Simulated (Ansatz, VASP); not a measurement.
## MnO: VASP beside Ansatz

The input INCAR:

```
SYSTEM = MnO
ALGO = Normal
EDIFF = 1E-6
ENCUT = 520
GGA = RP
ISIF = 2
ISMEAR = -1
ISPIN = 2
IVDW = 12
LASPH = .True.
LCHARG = .False.
LDAU = .True.
LDAUJ = 0 0
LDAUL = 2 -1
LDAUPRINT = 1
LDAUTYPE = 2
LDAUU = 2 0
LMAXMIX = 4
LORBIT = 11
LREAL = .False.
LWAVE = .False.
MAGMOM = 4 0
NBANDS = 20
NELM = 150
PREC = Accurate
SIGMA = 0.1
```

The input KPOINTS:

```
k-points
0
Gamma
  10 10 10
  0 0 0
```

POSCAR

```
MnO
1.0
    3.1239718716      0.0000000000      0.0000000000
    1.5619859358      2.7054390015      0.0000000000
    1.5619859358      0.9018130005      2.5507123521
Mn O
1 1
Direct
    0.0000000000      0.0000000000      0.0000000000
    0.5000000000      0.5000000000      0.5000000000
```

Contents of input.yaml:

```yaml
crystal:
  lattice:
    - [3.1239718716, 0.0, 0.0]
    - [1.5619859358, 2.7054390015, 0.0]
    - [1.5619859358, 0.9018130005, 2.5507123521]
  atoms:
    - { symbol: Mn, position: [0.0, 0.0, 0.0], spin: 4.0 }
    - { symbol: O, position: [0.5, 0.5, 0.5] }
kpoints:
  mp_grid: { grid: [10, 10, 10] }
scf:
  occupations: { method: fermi_dirac, width: 0.1 }
hamiltonian:
  xc: rpbe
  dispersion: d3bj
  pseudopotentials: { kind: all_electron, lapw: { basis_error: 0.001 } }
  hubbard:
    sites: [{ species: Mn, l: d, u_eff: 2 }]
    double_counting: fll
    projectors: ortho-atomic
magnetization:
  spin_polarized: true
output:
  forces: true
  stress: true
  eigenvalues: true
  hubbard: {}
```

Change from the starting cell: volume scaled by 0.98.

Alike in both runs: task single point; functional RPBE; dispersion D3(BJ); k mesh 10 × 10 × 10; occupations fermi-dirac, width 0.1 eV; collinear spin; Hubbard terms Mn d U = 2.0 eV.

```csv
,VASP,Ansatz
version,VASP 6.6.1,Ansatz 0.2.0
potentials or method,"VASP PAW PBE potentials, release 64 (Mn_pv, O), cutoff 520 eV","all-electron LAPW, scalar-relativistic"
```

|  | VASP | Ansatz | Ansatz less VASP |
| --- | --- | --- | --- |
| gap on the k mesh at the Fermi level (eV) | none | none | - |
| pressure (GPa) | 0.4 | 1.1 | +0.69 |
| net moment per atom (μB) | 2.50 | 2.50 | +0.002 |
| size of the moment on the site where the two differ most (μB) | 4.56 | 4.53 | -0.035 |

VASP's potentials were made for PBE, not for RPBE. Site moments also hang on the region over which each program counts them. The programs project onto different local orbitals, so the same U acts differently, and such runs can settle in different states. A gap of «none» marks a metal or a gap that the smearing closes. Ansatz ran all-electron here, and VASP with PAW potentials.

Noted on Ansatz's run: the magnetic state may not be the lowest; U is the effective U less J, on atomic orbitals that reach past the spheres.
